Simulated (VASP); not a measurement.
# Ti (Im-3m) in VASP: notebook, part 2 of 3

VASP 6.6.1. The steps go on from the part before.

## Step 4: Single point, PBE+D3(BJ)

INCAR reads:

```
SYSTEM = Ti
PREC = Accurate
ENCUT = 500
EDIFF = 1E-6
ISMEAR = 0
SIGMA = 0.1
LREAL = .FALSE.
LASPH = .TRUE.
NELM = 120
ALGO = Normal
ISIF = 2
LWAVE = .FALSE.
LCHARG = .FALSE.
GGA = PE
IVDW = 12
NBANDS = 12
GGA_COMPAT = .FALSE.
```

KPOINTS reads:

```
regular mesh
0
G
  8 8 8
  0 0 0
```

POSCAR reads:

```
Ti
1.0
   -1.5977878122      1.5977878122      1.5977878122
    1.5977878122     -1.5977878122      1.5977878122
    1.5977878122      1.5977878122     -1.5977878122
Ti
1
Direct
    0.0000000000      0.0000000000      0.0000000000
```

Potentials or basis: VASP PAW PBE potentials, release 64 (Ti_sv).

On the command line:

```console
cat potpaw_PBE.64/Ti_sv/POTCAR > POTCAR
mpirun -np 1 vasp_std > vasp.out
```

OUTCAR:

```text
SYSTEM = Ti
   PREC = Accurate
   ENCUT = 500
   EDIFF = 1E-6
   ISMEAR = 0
   LREAL = .FALSE.
   LASPH = .TRUE.
   NELM = 120
   ISIF = 2
   GGA = PE
   IVDW = 12
 IVDW          = 12

 ion  position               nearest neighbor table
   1  0.000  0.000  0.000-

  LATTYP: Found a body centered cubic cell.
 ALAT       =     3.1955756244

  Lattice vectors:

 A1 = (  -1.5977878122,   1.5977878122,   1.5977878122)
 A2 = (   1.5977878122,  -1.5977878122,   1.5977878122)
 A3 = (   1.5977878122,   1.5977878122,  -1.5977878122)

Analysis of symmetry for initial positions (statically):
=====================================================================
 Subroutine PRICEL returns:
 Original cell was already a primitive cell.

 Routine SETGRP: Setting up the symmetry group for a
 body centered cubic supercell.

 Subroutine GETGRP returns: Found 48 space group operations
 (whereof 48 operations were pure point group operations)
 out of a pool of 48 trial point group operations.

The static configuration has the point symmetry O_h .

Analysis of symmetry for dynamics (positions and initial velocities):
=====================================================================
 Subroutine PRICEL returns:
 Original cell was already a primitive cell.

 Routine SETGRP: Setting up the symmetry group for a
 body centered cubic supercell.

 Subroutine GETGRP returns: Found 48 space group operations
 (whereof 48 operations were pure point group operations)
 out of a pool of 48 trial point group operations.

The dynamic configuration has the point symmetry O_h .

 Subroutine INISYM returns: Found 48 space group operations
 (whereof 48 operations are pure point group operations),
 and found     1 'primitive' translations

----------------------------------------------------------------------------------------

                                     Primitive cell

  volume of cell :      16.3161

  direct lattice vectors                    reciprocal lattice vectors
    -1.597787812  1.597787812  1.597787812     0.000000000  0.312932666  0.312932666
     1.597787812 -1.597787812  1.597787812     0.312932666  0.000000000  0.312932666
     1.597787812  1.597787812 -1.597787812     0.312932666  0.312932666  0.000000000

  length of vectors
     2.767449670  2.767449670  2.767449670     0.442553621  0.442553621  0.442553621

  position of ions in fractional coordinates (direct lattice)
     0.000000000  0.000000000  0.000000000

  ion indices of the primitive-cell ions
   primitive index   ion index
                 1           1

----------------------------------------------------------------------------------------

 KPOINTS: regular mesh

Automatic generation of k-mesh.
 Grid dimensions read from file:
 generate k-points for:    8    8    8

 Generating k-lattice:

  Cartesian coordinates                     Fractional coordinates (reciprocal lattice)
     0.000000000  0.039116583  0.039116583     0.125000000  0.000000000  0.000000000
     0.039116583  0.000000000  0.039116583     0.000000000  0.125000000  0.000000000
     0.039116583  0.039116583  0.000000000     0.000000000  0.000000000  0.125000000

  Length of vectors
     0.055319203  0.055319203  0.055319203

  Shift w.r.t. Gamma in fractional coordinates (k-lattice)
     0.000000000  0.000000000  0.000000000

 Subroutine IBZKPT returns following result:
 ===========================================

 Found     29 irreducible k-points:

 Following reciprocal coordinates:
            Coordinates               Weight
  0.000000  0.000000  0.000000      1.000000
  0.125000  0.000000  0.000000     12.000000
  0.250000  0.000000  0.000000     12.000000
  0.375000  0.000000  0.000000     12.000000
  0.500000  0.000000  0.000000      6.000000
  0.125000  0.125000  0.000000     24.000000
[... 16 lines left out ...]
 -0.250000  0.250000  0.250000      6.000000
 -0.375000  0.375000  0.250000     24.000000
 [... further k-points ...]
   k-points           NKPTS =     29   k-points in BZ     NKDIM =     29   number of bands    NBANDS=     12
   number of dos      NEDOS =    301   number of ions     NIONS =      1
   total plane-waves  NPLWV =   8000
   dimension x,y,z NGX =    20 NGY =   20 NGZ =   20
   dimension x,y,z NGXF=    40 NGYF=   40 NGZF=   40
   ions per type =               1
   NGX,Y,Z   is equivalent  to a cutoff of  12.01, 12.01, 12.01 a.u.
   NGXF,Y,Z  is equivalent  to a cutoff of  24.03, 24.03, 24.03 a.u.
 SYSTEM =  Ti
   PREC   = accura    normal or accurate (medium, high low for compatibility)
   ISTART =      0    job   : 0-new  1-cont  2-samecut
   ICHARG =      2    charge: 1-file 2-atom 10-const
   ISPIN  =      1    spin polarized calculation?
   LNONCOLLINEAR =      F non collinear calculations
   LSORBIT =      F    spin-orbit coupling
   LASPH  =      T    aspherical Exc in radial PAW
   ENCUT  =  500.0 eV  36.75 Ry    6.06 a.u.   5.05  5.05  5.05*2*pi/ulx,y,z
   NELM   =    120;   NELMIN=  2; NELMDL= -5     # of ELM steps
   EDIFF  = 0.1E-05   stopping-criterion for ELM
   LREAL  =      F    real-space projection
   EDIFFG = 0.1E-04   stopping-criterion for IOM
   NSW    =      0    number of steps for IOM
   IBRION =     -1    ionic relax: 0-MD 1-quasi-New 2-CG
   NFREE  =      0    steps in history (QN), initial steepest desc. (CG)
   ISIF   =      2    stress and relaxation
   ISYM   =      2    0-nonsym 1-usesym 2-fastsym
   POTIM  = 0.5000    time-step for ionic-motion
   TEBEG  =    0.0;   TEEND  =   0.0 temperature during run
   PSTRESS=    0.0 pullay stress
   NELECT =      12.0000    total number of electrons
   NUPDOWN=      -1.0000    fix difference up-down
   EMIN   =  10.00;   EMAX   =-10.00  energy-range for DOS
   EFERMI =   0.00;   METHOD = LEGACY
   ISMEAR =     0;   SIGMA  =   0.10  broadening in eV -4-tet -1-fermi 0-gaus
   EFERMI_NEDOS =   21; number of points for ismear=-14 and -15
   IALGO  =     38    algorithm
   IMIX   =      4    mixing-type and parameters
     AMIX     =   0.40;   BMIX     =  1.00
     AMIX_MAG =   1.60;   BMIX_MAG =  1.00
  volume/ion in A,a.u.               =      16.32       110.11
  Fermi-wavevector in a.u.,A,eV,Ry     =   1.477734  2.792512 29.710995  2.183697
  Thomas-Fermi vector in A             =   2.592101
   LORBIT       =      0    0 simple, 1 ext, 2 COOP (PROOUT), +10 PAW based schemes
   GGA     = PE    functional components
   LHFCALC =     F    Hartree Fock is set to
   AEXX    =    0.0000 exact exchange contribution
   IVDW    =    12    specifies the selected vdW correction
   LEPSILON=     F    determine dielectric tensor
   LRPA    =     F    only Hartree local field effects (RPA)
 non-spin polarized calculation
 Gauss-broadening in eV      SIGMA  =   0.10
  energy-cutoff  :      500.00
  volume of cell :       16.32
 maximum number of plane-waves:       427
   NGX =  9   NGY =  9   NGZ =  9

 number of electron      12.0000004 magnetization

 Free energy of the ion-electron system (eV)
  ---------------------------------------------------
  ext. energy  EPLUGINS =         0.00000000
  ---------------------------------------------------
  free energy    TOTEN  =        -7.71614903 eV

  energy without entropy =       -7.70562832  energy(sigma->0) =       -7.71088868

 E-fermi :   8.7375     XC(G=0): -11.7909

 val. band max:        8.7274351469   @ k =  -0.2500   0.2500   0.2500
 cond. band min:       8.7483935325   @ k =  -0.3750   0.3750   0.1250
 fundamental gap:      0.0209583856
 Fermi energy:         8.7375246571

 k-point     1 :       0.0000    0.0000    0.0000
  band No.  band energies     occupation
      1     -47.6649      2.00000
      2     -23.4408      2.00000
      3     -23.4408      2.00000
      4     -23.4408      2.00000
      5       2.6677      2.00000
      6       9.7918      0.00000
      7       9.7918      0.00000
      8       9.7918      0.00000
      9      11.6884      0.00000
     10      11.6884      0.00000
     11      26.6126      0.00000
     12      26.6126      0.00000
[... 331 lines left out ...]
 k-point    24 :      -0.3750    0.3750    0.2500
  band No.  band energies     occupation
      1     -47.4594      2.00000
      2     -24.0457      2.00000
      3     -23.8092      2.00000
      4     -23.7366      2.00000
      5       6.9356      2.00000
      6       7.8225      2.00000
      7      10.1381      0.00000
      8      10.6734      0.00000
      9      12.4109      0.00000
     10      13.6092      0.00000
     11      20.6573      0.00000
     12      22.5523      0.00000

 [... further k-points ...]

------------------------ aborting loop because EDIFF is reached ----------------------------------------

 Edisp (eV)   -0.64152

 E8    (eV) :    -0.3045

  FORCE on cell =-STRESS in cart. coord.  units (eV):
  Direction    XX          YY          ZZ          XY          YZ          ZX
  --------------------------------------------------------------------------------------
  -------------------------------------------------------------------------------------
  Total      -0.04250    -0.04250    -0.04250     0.00000     0.00000     0.00000
  in kB      -4.17358    -4.17358    -4.17358     0.00000     0.00000     0.00000
  external pressure =       -4.17 kB  Pullay stress =        0.00 kB

 VOLUME and BASIS-vectors are now :
 -----------------------------------------------------------------------------
  energy-cutoff  :      500.00
  volume of cell :       16.32
      direct lattice vectors                 reciprocal lattice vectors
    -1.597787812  1.597787812  1.597787812     0.000000000  0.312932666  0.312932666
     1.597787812 -1.597787812  1.597787812     0.312932666  0.000000000  0.312932666
     1.597787812  1.597787812 -1.597787812     0.312932666  0.312932666  0.000000000

 POSITION                                       TOTAL-FORCE (eV/Angst)
 -----------------------------------------------------------------------------------
      0.00000      0.00000      0.00000        -0.000000      0.000000     -0.000000
 -----------------------------------------------------------------------------------
    total drift:                                0.000000     -0.000000      0.000000

  FREE ENERGIE OF THE ION-ELECTRON SYSTEM (eV)
  ---------------------------------------------------
  free  energy   TOTEN  =        -8.3576653044 eV

  energy  without entropy=       -8.3471445956  energy(sigma->0) =       -8.35240495
```

Run time: 2.7 s. Hardware: 1 thread of Intel Xeon 6975P-C (Granite Rapids), shared host; peak memory 0.13 GiB.

Results:

```
Free energy                : -8.3577 eV
Pressure                   : -0.4 GPa
Band gap on the k mesh     : zero (band 6 reaches 9.79 eV, above the bottom of band 7 at 8.12 eV)
Dispersion energy per atom : -0.642 eV
```

Caveat: pairwise dispersion overbinds metals, which lowers pressure and volume.

## Step 5: Single point, PBE+D3(BJ)

This run uses another cell than the first one, of 17.68 Å³/atom, 1.084 times its volume.

INCAR reads:

```
PREC = Accurate ; ENCUT = 500
EDIFF = 1E-6 ; ISMEAR = 0
SIGMA = 0.1 ; LREAL = F
LASPH = T ; NELM = 120
ALGO = Normal ; ISIF = 2
LWAVE = F ; LCHARG = F
GGA = PE ; IVDW = 12
NBANDS = 12 ; GGA_COMPAT = F
```

KPOINTS reads:

```
regular mesh
0
Gamma
  8 8 8
```

POSCAR reads:

```
Ti
1.0
   -1.6410000000      1.6410000000      1.6410000000
    1.6410000000     -1.6410000000      1.6410000000
    1.6410000000      1.6410000000     -1.6410000000
Ti
1
Direct
    0.0000000000      0.0000000000      0.0000000000
```

Potentials or basis: VASP PAW PBE potentials, release 64 (Ti_sv).

On the command line:

```console
cat potpaw_PBE.64/Ti_sv/POTCAR > POTCAR
mpirun -np 1 vasp_std > vasp.out
```

OUTCAR:

```text
PREC = Accurate
   ENCUT = 500
   EDIFF = 1E-6
   ISMEAR = 0
   LREAL = F
   LASPH = T
   NELM = 120
   ISIF = 2
   GGA = PE
   IVDW = 12
 IVDW          = 12

 ion  position               nearest neighbor table
   1  0.000  0.000  0.000-

  LATTYP: Found a body centered cubic cell.
 ALAT       =     3.2820000000

  Lattice vectors:

 A1 = (  -1.6410000000,   1.6410000000,   1.6410000000)
 A2 = (   1.6410000000,  -1.6410000000,   1.6410000000)
 A3 = (   1.6410000000,   1.6410000000,  -1.6410000000)

Analysis of symmetry for initial positions (statically):
=====================================================================
 Subroutine PRICEL returns:
 Original cell was already a primitive cell.

 Routine SETGRP: Setting up the symmetry group for a
 body centered cubic supercell.

 Subroutine GETGRP returns: Found 48 space group operations
 (whereof 48 operations were pure point group operations)
 out of a pool of 48 trial point group operations.

The static configuration has the point symmetry O_h .

Analysis of symmetry for dynamics (positions and initial velocities):
=====================================================================
 Subroutine PRICEL returns:
 Original cell was already a primitive cell.

 Routine SETGRP: Setting up the symmetry group for a
 body centered cubic supercell.

 Subroutine GETGRP returns: Found 48 space group operations
 (whereof 48 operations were pure point group operations)
 out of a pool of 48 trial point group operations.

The dynamic configuration has the point symmetry O_h .

 Subroutine INISYM returns: Found 48 space group operations
 (whereof 48 operations are pure point group operations),
 and found     1 'primitive' translations

----------------------------------------------------------------------------------------

                                     Primitive cell

  volume of cell :      17.6761

  direct lattice vectors                    reciprocal lattice vectors
    -1.641000000  1.641000000  1.641000000     0.000000000  0.304692261  0.304692261
     1.641000000 -1.641000000  1.641000000     0.304692261  0.000000000  0.304692261
     1.641000000  1.641000000 -1.641000000     0.304692261  0.304692261  0.000000000
[... 114 lines left out ...]
 Gauss-broadening in eV      SIGMA  =   0.10
  energy-cutoff  :      500.00
  volume of cell :       17.68
 maximum number of plane-waves:       466
 NGX is ok and might be reduce to    24
   NGX = 11   NGY = 11   NGZ = 11

 number of electron      12.0000001 magnetization

 Free energy of the ion-electron system (eV)
  ---------------------------------------------------
  ext. energy  EPLUGINS =         0.00000000
  ---------------------------------------------------
  free energy    TOTEN  =        -7.72853516 eV

  energy without entropy =       -7.71664768  energy(sigma->0) =       -7.72259142

 E-fermi :   7.9090     XC(G=0): -11.4102

 val. band max:        7.8882465033   @ k =  -0.3750   0.3750   0.1250
 cond. band min:       7.9476593603   @ k =   0.5000   0.5000   0.1250
 fundamental gap:      0.0594128571
 Fermi energy:         7.9089716095

 k-point     1 :       0.0000    0.0000    0.0000
  band No.  band energies     occupation
      1     -48.6514      2.00000
      2     -24.5283      2.00000
      3     -24.5283      2.00000
      4     -24.5283      2.00000
      5       1.9902      2.00000
      6       8.8836      0.00000
      7       8.8836      0.00000
      8       8.8836      0.00000
      9      10.6032      0.00000
     10      10.6032      0.00000
     11      25.1905      0.00000
     12      25.1905      0.00000
[... 331 lines left out ...]
 k-point    24 :      -0.3750    0.3750    0.2500
  band No.  band energies     occupation
      1     -48.5018      2.00000
      2     -24.9973      2.00000
      3     -24.8171      2.00000
      4     -24.7589      2.00000
      5       6.1679      2.00000
      6       7.1233      2.00000
      7       9.1925      0.00000
      8       9.6737      0.00000
      9      11.2384      0.00000
     10      12.2717      0.00000
     11      18.8834      0.00000
     12      20.7049      0.00000

 [... further k-points ...]

------------------------ aborting loop because EDIFF is reached ----------------------------------------

 Edisp (eV)   -0.58994

 E8    (eV) :    -0.2796

  FORCE on cell =-STRESS in cart. coord.  units (eV):
  Direction    XX          YY          ZZ          XY          YZ          ZX
  --------------------------------------------------------------------------------------
  -------------------------------------------------------------------------------------
  Total      -0.94096    -0.94096    -0.94096     0.00000     0.00000    -0.00000
  in kB     -85.28957   -85.28957   -85.28957     0.00000     0.00000    -0.00000
  external pressure =      -85.29 kB  Pullay stress =        0.00 kB

 VOLUME and BASIS-vectors are now :
 -----------------------------------------------------------------------------
  energy-cutoff  :      500.00
  volume of cell :       17.68
      direct lattice vectors                 reciprocal lattice vectors
    -1.641000000  1.641000000  1.641000000     0.000000000  0.304692261  0.304692261
     1.641000000 -1.641000000  1.641000000     0.304692261  0.000000000  0.304692261
     1.641000000  1.641000000 -1.641000000     0.304692261  0.304692261  0.000000000

 POSITION                                       TOTAL-FORCE (eV/Angst)
 -----------------------------------------------------------------------------------
      0.00000      0.00000      0.00000         0.000000      0.000000      0.000000
 -----------------------------------------------------------------------------------
    total drift:                                0.000000      0.000000     -0.000000

  FREE ENERGIE OF THE ION-ELECTRON SYSTEM (eV)
  ---------------------------------------------------
  free  energy   TOTEN  =        -8.3184710032 eV

  energy  without entropy=       -8.3065835230  energy(sigma->0) =       -8.31252726
```

OSZICAR:

```text
N       E                     dE             d eps       ncg     rms          rms(c)
DAV:   1     0.843630330006E+02    0.84363E+02   -0.64089E+03   696   0.118E+03
DAV:   2    -0.477904467161E+01   -0.89142E+02   -0.86521E+02   704   0.288E+02
DAV:   3    -0.871573379407E+01   -0.39367E+01   -0.39021E+01   976   0.625E+01
DAV:   4    -0.879662000331E+01   -0.80886E-01   -0.80815E-01   776   0.811E+00
DAV:   5    -0.879847322707E+01   -0.18532E-02   -0.18532E-02   832   0.113E+00    0.815E+00
DAV:   6    -0.771896659146E+01    0.10795E+01   -0.25880E+00   752   0.227E+01    0.202E+00
DAV:   7    -0.771911894873E+01   -0.15236E-03   -0.63116E-02   804   0.256E+00    0.124E+00
DAV:   8    -0.772811378901E+01   -0.89948E-02   -0.34196E-02   756   0.199E+00    0.880E-02
DAV:   9    -0.772851404486E+01   -0.40026E-03   -0.17212E-03   824   0.343E-01    0.641E-02
DAV:  10    -0.772855464588E+01   -0.40601E-04   -0.20613E-04   744   0.133E-01    0.152E-02
DAV:  11    -0.772853365189E+01    0.20994E-04   -0.23187E-05   808   0.666E-02    0.685E-03
DAV:  12    -0.772853480118E+01   -0.11493E-05   -0.11385E-06   640   0.124E-02    0.701E-04
DAV:  13    -0.772853516450E+01   -0.36333E-06   -0.30836E-07   396   0.393E-03
   1 F= -.83184710E+01 E0= -.83125273E+01  d E =-.118875E-01
```

stdout:

```text
POSCAR found type information on POSCAR Ti
 POSCAR found :  1 types and       1 ions
 scaLAPACK will be used
 LDA part: xc-table for (Slater+PW92), standard interpolation
 POSCAR, INCAR and KPOINTS ok, starting setup
 FFT: planning ... GRIDC
 FFT: planning ... GRID_SOFT
 FFT: planning ... GRID
 WAVECAR not read
 entering main loop
```

Run time: 3.2 s. Hardware: 1 thread of Intel Xeon 6975P-C (Granite Rapids), shared host; peak memory 0.14 GiB.

Results:

```
Free energy                : -8.3185 eV
Pressure                   : -8.5 GPa
Band gap on the k mesh     : zero (band 6 reaches 8.88 eV, above the bottom of band 7 at 7.31 eV)
Dispersion energy per atom : -0.590 eV
```

Levels at points of the mesh, in eV from the Fermi level:
```tsv
k point	band 4	band 5	band 6	band 7	band 8	band 9
(0.00, 0.00, 0.00)	-32.44	-5.92	0.97	0.97	0.97	2.69
(0.50, 0.00, 0.00)	-32.44	-2.41	-0.38	1.08	2.68	3.02
(0.50, 0.50, 0.50)	-32.87	-2.04	-2.04	3.83	3.83	3.83
```

Caveat: pairwise dispersion overbinds metals, which lowers pressure and volume.

(Part 2 of 3 ends here.)
